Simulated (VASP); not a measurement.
**Ti: single point with r2SCAN**

Crystal: Ti.

```
Ti
1.0
     2.98882    0.00000    0.00000
    -1.49441    2.58839    0.00000
     0.00000    0.00000    4.74159
Ti
2
Direct
  0.66667 0.33333 0.75000
  0.33333 0.66667 0.25000
```

```
Program                : VASP 6.6.1
Task                   : single point
Functional             : r2SCAN
Potentials or basis    : VASP PAW PBE potentials, release 64 (Ti_sv)
Cutoff                 : 520 eV
k mesh                 : 10 × 10 × 6
Occupations            : fermi-dirac, width 0.05 eV
Spin                   : no spin polarisation
Dipole correction      : no
Further INCAR settings : ALGO = Normal; EDIFF = 1e-06; NBANDS = 19
```

```json
{"Pressure": "-5.8 GPa", "Band gap on the k mesh": "zero (bands 12 and 13 overlap by 1.19 eV)"}
```

Stress tensor (GPa, compression positive):
```
-5.65  0.00  0.00
 0.00 -5.65  0.00
 0.00  0.00 -6.09
```

Levels at points of the mesh, in eV from the Fermi level:
```tsv
k point	band 10	band 11	band 12	band 13	band 14	band 15
(0.00, 0.00, 0.00)	-2.72	0.41	0.84	0.84	0.92	1.32
(0.50, 0.00, 0.00)	-2.12	-1.79	-0.87	0.62	0.65	1.18
(0.00, 0.00, 0.50)	-4.62	0.06	0.06	0.76	0.76	0.76
(0.50, 0.00, 0.50)	-2.53	-0.81	-0.81	1.11	1.11	1.81
```

Wall time 2.5 min on 1 thread of Intel Xeon 8259CL, on a shared host, peak memory 0.18 GiB.

Caveat: the cell stands under tension; the PAW data sets were made with another functional, which shifts forces and pressure a little.
